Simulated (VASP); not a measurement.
# Pb (Fm-3m) in VASP: further runs

The runs below take Pb through single point, with LDA.

All numbers are computed with VASP 6.6.1; they aren't measurements. Logs are shortened: lines on timing, memory, paths and dates and some standing lists are left out, and cuts for length are marked.

## Step 1: The cell of the first run

Symmetry: Fm-3m, No. 225, cubic system. Conventional cell: a = 5.015 Å, b = 5.015 Å, c = 5.015 Å, α = 90.00°, β = 90.00°, γ = 90.00°. Pb (site symmetry m-3m) has 12 Pb at 3.55 Å within 4.7 Å.

## Step 2: Single point, LDA (volume scaled by 1.04)

Contents of INCAR:

```
SYSTEM = Pb
ALGO = Normal ; EDIFF = 1E-6
ENCUT = 520 ; GGA = CA
ISIF = 2 ; ISMEAR = 0
LASPH = .True. ; LCHARG = .False.
LREAL = .False. ; LWAVE = .False.
NBANDS = 13 ; NELM = 80
PREC = Accurate ; SIGMA = 0.15
```

Contents of KPOINTS:

```
k-points
0
Gamma
  9 9 9
  0 0 0
```

Contents of POSCAR:

```
Pb
1.0
    0.0000000000      2.5075897876      2.5075897876
    2.5075897876      0.0000000000      2.5075897876
    2.5075897876      2.5075897876      0.0000000000
Pb
1
Direct
    0.0000000000      0.0000000000      0.0000000000
```

Potentials or basis: VASP PAW LDA potentials, release 64 (Pb_d).

Run with:

```bash
> cat potpaw_LDA.64/Pb_d/POTCAR > POTCAR
> mpirun -np 1 vasp_std > vasp.out
```

OUTCAR:

```text
SYSTEM = Pb
   EDIFF = 1E-6
   ENCUT = 520
   GGA = CA
   ISIF = 2
   ISMEAR = 0
   LASPH = .True.
   LREAL = .False.
   NELM = 80
   PREC = Accurate

 ion  position               nearest neighbor table
   1  0.000  0.000  0.000-

  LATTYP: Found a face centered cubic cell.
 ALAT       =     5.0151795752

  Lattice vectors:

 A1 = (   0.0000000000,   2.5075897876,   2.5075897876)
 A2 = (   2.5075897876,   0.0000000000,   2.5075897876)
 A3 = (   2.5075897876,   2.5075897876,   0.0000000000)

Analysis of symmetry for initial positions (statically):
[... 5 lines left out ...]
 face centered cubic supercell.

 Subroutine GETGRP returns: Found 48 space group operations
 (whereof 48 operations were pure point group operations)
 out of a pool of 48 trial point group operations.

The static configuration has the point symmetry O_h .

Analysis of symmetry for dynamics (positions and initial velocities):
[... 5 lines left out ...]
 face centered cubic supercell.

 Subroutine GETGRP returns: Found 48 space group operations
 (whereof 48 operations were pure point group operations)
 out of a pool of 48 trial point group operations.

The dynamic configuration has the point symmetry O_h .

 Subroutine INISYM returns: Found 48 space group operations
 (whereof 48 operations are pure point group operations),
 and found     1 'primitive' translations

----------------------------------------------------------------------------------------

                                     Primitive cell

  volume of cell :      31.5355

  direct lattice vectors                    reciprocal lattice vectors
     0.000000000  2.507589788  2.507589788    -0.199394655  0.199394655  0.199394655
     2.507589788  0.000000000  2.507589788     0.199394655 -0.199394655  0.199394655
     2.507589788  2.507589788  0.000000000     0.199394655  0.199394655 -0.199394655

  length of vectors
     3.546267486  3.546267486  3.546267486     0.345361673  0.345361673  0.345361673

  position of ions in fractional coordinates (direct lattice)
     0.000000000  0.000000000  0.000000000

  ion indices of the primitive-cell ions
   primitive index   ion index
                 1           1

----------------------------------------------------------------------------------------

 KPOINTS: k-points

Automatic generation of k-mesh.
 Grid dimensions read from file:
 generate k-points for:    9    9    9

 Generating k-lattice:

  Cartesian coordinates                     Fractional coordinates (reciprocal lattice)
    -0.022154962  0.022154962  0.022154962     0.111111111  0.000000000  0.000000000
     0.022154962 -0.022154962  0.022154962     0.000000000  0.111111111  0.000000000
     0.022154962  0.022154962 -0.022154962     0.000000000  0.000000000  0.111111111

  Length of vectors
     0.038373519  0.038373519  0.038373519

  Shift w.r.t. Gamma in fractional coordinates (k-lattice)
     0.000000000  0.000000000  0.000000000

 Subroutine IBZKPT returns following result:
 ===========================================

 Found     35 irreducible k-points:

 Following reciprocal coordinates:
            Coordinates               Weight
  0.000000  0.000000  0.000000      1.000000
  0.111111  0.000000  0.000000      8.000000
  0.222222  0.000000  0.000000      8.000000
  0.333333  0.000000  0.000000      8.000000
  0.444444  0.000000  0.000000      8.000000
  0.111111  0.111111  0.000000      6.000000
[... 16 lines left out ...]
 -0.333333  0.333333  0.000000     12.000000
  0.444444  0.444444  0.000000      6.000000
 [... further k-points ...]
   k-points           NKPTS =     35   k-points in BZ     NKDIM =     35   number of bands    NBANDS=     13
   number of dos      NEDOS =    301   number of ions     NIONS =      1
   total plane-waves  NPLWV =  21952
   dimension x,y,z NGX =    28 NGY =   28 NGZ =   28
   dimension x,y,z NGXF=    56 NGYF=   56 NGZF=   56
   ions per type =               1
   NGX,Y,Z   is equivalent  to a cutoff of  13.13, 13.13, 13.13 a.u.
   NGXF,Y,Z  is equivalent  to a cutoff of  26.25, 26.25, 26.25 a.u.
 SYSTEM =  Pb
   PREC   = accura    normal or accurate (medium, high low for compatibility)
   ISTART =      0    job   : 0-new  1-cont  2-samecut
   ICHARG =      2    charge: 1-file 2-atom 10-const
   ISPIN  =      1    spin polarized calculation?
   LNONCOLLINEAR =      F non collinear calculations
   LSORBIT =      F    spin-orbit coupling
   LASPH  =      T    aspherical Exc in radial PAW
   ENCUT  =  520.0 eV  38.22 Ry    6.18 a.u.   6.59  6.59  6.59*2*pi/ulx,y,z
   NELM   =     80;   NELMIN=  2; NELMDL= -5     # of ELM steps
   EDIFF  = 0.1E-05   stopping-criterion for ELM
   LREAL  =      F    real-space projection
   EDIFFG = 0.1E-04   stopping-criterion for IOM
   NSW    =      0    number of steps for IOM
   IBRION =     -1    ionic relax: 0-MD 1-quasi-New 2-CG
   NFREE  =      0    steps in history (QN), initial steepest desc. (CG)
   ISIF   =      2    stress and relaxation
   ISYM   =      2    0-nonsym 1-usesym 2-fastsym
   POTIM  = 0.5000    time-step for ionic-motion
   TEBEG  =    0.0;   TEEND  =   0.0 temperature during run
   PSTRESS=    0.0 pullay stress
   NELECT =      14.0000    total number of electrons
   NUPDOWN=      -1.0000    fix difference up-down
   EMIN   =  10.00;   EMAX   =-10.00  energy-range for DOS
   EFERMI =   0.00;   METHOD = LEGACY
   ISMEAR =     0;   SIGMA  =   0.15  broadening in eV -4-tet -1-fermi 0-gaus
   EFERMI_NEDOS =   21; number of points for ismear=-14 and -15
   IALGO  =     38    algorithm
   IMIX   =      4    mixing-type and parameters
     AMIX     =   0.40;   BMIX     =  1.00
     AMIX_MAG =   1.60;   BMIX_MAG =  1.00
  volume/ion in A,a.u.               =      31.54       212.81
  Fermi-wavevector in a.u.,A,eV,Ry     =   1.248871  2.360025 21.220728  1.559680
  Thomas-Fermi vector in A             =   2.382938
   LORBIT       =      0    0 simple, 1 ext, 2 COOP (PROOUT), +10 PAW based schemes
   GGA     = CA    functional components
   LHFCALC =     F    Hartree Fock is set to
   AEXX    =    0.0000 exact exchange contribution
   IVDW    =     0    specifies the selected vdW correction
   LEPSILON=     F    determine dielectric tensor
   LRPA    =     F    only Hartree local field effects (RPA)
 non-spin polarized calculation
 Gauss-broadening in eV      SIGMA  =   0.15
  energy-cutoff  :      520.00
  volume of cell :       31.54
 maximum number of plane-waves:       869
   NGX = 13   NGY = 13   NGZ = 13

 number of electron      14.0000002 magnetization

 Free energy of the ion-electron system (eV)
  ---------------------------------------------------
  ext. energy  EPLUGINS =         0.00000000
  ---------------------------------------------------
  free energy    TOTEN  =        -4.24390456 eV

  energy without entropy =       -4.23961234  energy(sigma->0) =       -4.24175845

 E-fermi :   6.4332     XC(G=0): -10.2698

 val. band max:        6.2186532219   @ k =  -0.3333   0.3333   0.1111
 cond. band min:       6.4471456717   @ k =   0.3333   0.3333   0.0000
 fundamental gap:      0.2284924498
 Fermi energy:         6.4331956602

 k-point     1 :       0.0000    0.0000    0.0000
  band No.  band energies     occupation
      1     -10.4120      2.00000
      2     -10.4120      2.00000
      3     -10.4120      2.00000
      4     -10.2855      2.00000
      5     -10.2855      2.00000
      6      -4.9334      2.00000
      7      13.6127      0.00000
      8      13.6127      0.00000
      9      13.6127      0.00000
     10      16.3757      0.00000
     11      17.5414      0.00000
     12      18.8002      0.00000
     13      18.8002      0.00000

 k-point     2 :       0.1111    0.0000    0.0000
  band No.  band energies     occupation
      1     -10.4122      2.00000
      2     -10.3972      2.00000
      3     -10.3972      2.00000
      4     -10.2854      2.00000
      5     -10.2854      2.00000
      6      -4.7058      2.00000
      7      11.3733      0.00000
      8      13.3471      0.00000
      9      13.3471      0.00000
     10      15.9154      0.00000
     11      18.5656      0.00000
     12      19.2694      0.00000
     13      19.2694      0.00000

 k-point     3 :       0.2222    0.0000    0.0000
  band No.  band energies     occupation
      1     -10.4155      2.00000
      2     -10.3794      2.00000
      3     -10.3794      2.00000
      4     -10.2648      2.00000
      5     -10.2648      2.00000
      6      -4.0272      2.00000
      7       8.0508      0.00000
      8      12.7791      0.00000
      9      12.7791      0.00000
     10      15.5155      0.00000
     11      18.3058      0.00000
     12      18.9565      0.00000
     13      18.9565      0.00000

 k-point     4 :       0.3333    0.0000    0.0000
  band No.  band energies     occupation
      1     -10.4239      2.00000
      2     -10.3877      2.00000
      3     -10.3877      2.00000
      4     -10.2117      2.00000
      5     -10.2117      2.00000
      6      -2.9485      2.00000
      7       5.0683      2.00000
      8      12.2358      0.00000
      9      12.2358      0.00000
     10      15.4024      0.00000
     11      17.0183      0.00000
     12      18.0880      0.00000
     13      18.0880      0.00000

 k-point     5 :       0.4444    0.0000    0.0000
  band No.  band energies     occupation
      1     -10.4317      2.00000
      2     -10.3995      2.00000
      3     -10.3995      2.00000
      4     -10.1700      2.00000
      5     -10.1700      2.00000
      6      -1.7837      2.00000
      7       2.9279      2.00000
      8      11.9156      0.00000
      9      11.9156      0.00000
     10      15.5941      0.00000
     11      16.1246      0.00000
     12      17.6410      0.00000
     13      17.6410      0.00000

 k-point     6 :       0.1111    0.1111    0.0000
  band No.  band energies     occupation
      1     -10.4291      2.00000
      2     -10.3812      2.00000
      3     -10.3812      2.00000
      4     -10.3035      2.00000
      5     -10.2725      2.00000
      6      -4.6300      2.00000
      7      11.9777      0.00000
      8      12.5203      0.00000
      9      12.5203      0.00000
     10      15.4770      0.00000
     11      17.9371      0.00000
     12      19.8464      0.00000
     13      20.2593      0.00000

 k-point     7 :       0.2222    0.1111    0.0000
  band No.  band energies     occupation
      1     -10.4365      2.00000
      2     -10.3592      2.00000
      3     -10.3538      2.00000
      4     -10.3085      2.00000
      5     -10.2506      2.00000
      6      -4.1014      2.00000
      7       9.1657      0.00000
      8      11.7381      0.00000
      9      12.1911      0.00000
     10      15.5608      0.00000
     11      16.7562      0.00000
     12      19.4525      0.00000
     13      20.7431      0.00000
[... 193 lines left out ...]
 k-point    20 :       0.3333    0.3333    0.0000
  band No.  band energies     occupation
      1     -10.5209      2.00000
      2     -10.4205      2.00000
      3     -10.2063      2.00000
      4     -10.2063      2.00000
      5     -10.2018      2.00000
      6      -2.2765      2.00000
      7       6.4471      0.89536
      8       9.3804      0.00000
      9       9.3804      0.00000
     10      12.8758      0.00000
     11      13.5969      0.00000
     12      24.2271      0.00000
     13      24.2297      0.00000

 k-point    21 :       0.4444    0.3333    0.0000
  band No.  band energies     occupation
      1     -10.5202      2.00000
      2     -10.4351      2.00000
      3     -10.2149      2.00000
      4     -10.1849      2.00000
      5     -10.1563      2.00000
      6      -1.3234      2.00000
      7       5.0102      2.00000
      8       7.9602      0.00000
      9       9.0895      0.00000
     10      12.7779      0.00000
     11      14.5030      0.00000
     12      23.2581      0.00000
     13      23.4734      0.00000

 k-point    22 :      -0.4444    0.3333    0.0000
  band No.  band energies     occupation
      1     -10.4917      2.00000
      2     -10.3988      2.00000
      3     -10.2308      2.00000
      4     -10.2117      2.00000
      5     -10.1587      2.00000
      6      -0.5022      2.00000
      7       4.2364      2.00000
      8       6.1683      1.98749
      9       9.3290      0.00000
     10      12.9535      0.00000
     11      17.0103      0.00000
     12      22.4034      0.00000
     13      22.4819      0.00000

 k-point    23 :      -0.3333    0.3333    0.0000
  band No.  band energies     occupation
      1     -10.4590      2.00000
      2     -10.3161      2.00000
      3     -10.2748      2.00000
      4     -10.2555      2.00000
      5     -10.1987      2.00000
      6      -0.6385      2.00000
      7       4.8402      2.00000
      8       5.1067      2.00000
      9      10.0698      0.00000
     10      13.4432      0.00000
     11      20.0575      0.00000
     12      21.6809      0.00000
     13      21.7331      0.00000

 k-point    24 :       0.4444    0.4444    0.0000
  band No.  band energies     occupation
      1     -10.5525      2.00000
      2     -10.4673      2.00000
      3     -10.1771      2.00000
      4     -10.1423      2.00000
      5     -10.1423      2.00000
      6      -0.6162      2.00000
      7       3.9481      2.00000
      8       8.6371      0.00000
      9       8.6371      0.00000
     10      12.0249      0.00000
     11      13.2221      0.00000
     12      24.5631      0.00000
     13      26.0623      0.00000

 [... further k-points ...]
[... 5 lines left out ...]
  --------------------------------------------------------------------------------------
  -------------------------------------------------------------------------------------
  Total       -0.7028274     -0.7028274     -0.7028274     -0.0000000     -0.0000000     -0.0000000
  in kB      -35.7075281    -35.7075281    -35.7075281     -0.0000000     -0.0000000     -0.0000000
  external PRESSURE =     -35.7075281 kB  Pullay stress =       0.0000000 kB

 VOLUME and BASIS-vectors are now :
 -----------------------------------------------------------------------------
  energy-cutoff  :      520.00
  volume of cell :       31.54
      direct lattice vectors                 reciprocal lattice vectors
     0.000000000  2.507589788  2.507589788    -0.199394655  0.199394655  0.199394655
     2.507589788  0.000000000  2.507589788     0.199394655 -0.199394655  0.199394655
     2.507589788  2.507589788  0.000000000     0.199394655  0.199394655 -0.199394655

 POSITION                                       TOTAL-FORCE (eV/Angst)
 -----------------------------------------------------------------------------------
      0.00000      0.00000      0.00000         0.000000     -0.000000      0.000000
 -----------------------------------------------------------------------------------
    total drift:                               -0.000000     -0.000000     -0.000000

  FREE ENERGIE OF THE ION-ELECTRON SYSTEM (eV)
  ---------------------------------------------------
  free  energy   TOTEN  =        -4.2439045634 eV

  energy  without entropy=       -4.2396123357  energy(sigma->0) =       -4.24175845
```

Wall time 13 s (1 thread of Intel Xeon 8259CL, shared host); peak memory 0.14 GiB.

Results:

```yaml
Free_energy: -4.2439 eV
Pressure: -3.6 GPa
Band_gap_on_the_k_mesh: zero (band 7 reaches 13.61 eV, above the bottom of band 8 at 5.11 eV)
```

Caveat: spin-orbit coupling is left out, which moves the levels of the heavy elements.

## Step 3: Single point, LDA (volume scaled by 1.06)

Contents of INCAR:

```
PREC     = Accurate       # precision mode
ENCUT    = 520            # plane-wave cutoff, eV
EDIFF    = 1E-6           # SCF threshold, eV
ISMEAR   = 0              # smearing method
SIGMA    = 0.15           # smearing width, eV
LREAL    = False          # projectors in reciprocal space
LASPH    = True           # aspherical terms in the spheres
NELM     = 100            # most SCF steps
ALGO     = Normal         # electronic algorithm
ISIF     = 2              # what is computed and relaxed
LWAVE    = False          # write WAVECAR
LCHARG   = True           # write CHGCAR
LELF     = True           # ELF
LVHAR    = True         
NBANDS   = 13             # bands
```

Contents of KPOINTS:

```
Automatic mesh
0
Gamma
  9 9 9
```

Contents of POSCAR:

```
Pb
1.0
    0.0000000000      2.5235621278      2.5235621278
    2.5235621278      0.0000000000      2.5235621278
    2.5235621278      2.5235621278      0.0000000000
Pb
1
Direct
    0.0000000000      0.0000000000      0.0000000000
```

Potentials or basis: VASP PAW LDA potentials, release 64 (Pb_d).

Run with:

```bash
> cat potpaw_LDA.64/Pb_d/POTCAR > POTCAR
> mpirun -np 1 vasp_std > vasp.out
```

Wall time 14 s (1 thread of Intel Xeon 8259CL, shared host); peak memory 0.14 GiB.

Results (log left out):

```yaml
Free_energy: -4.2293 eV
Pressure: -4.2 GPa
Band_gap_on_the_k_mesh: zero (band 7 reaches 13.26 eV, above the bottom of band 8 at 4.94 eV)
```

Levels at points of the mesh, in eV from the Fermi level:
| k point | band 5 | band 6 | band 7 | band 8 | band 9 | band 10 |
| --- | --- | --- | --- | --- | --- | --- |
| (0.00, 0.00, 0.00) | -16.72 | -11.25 | 7.03 | 7.03 | 7.03 | 9.92 |

Caveat: spin-orbit coupling is left out, which moves the levels of the heavy elements.
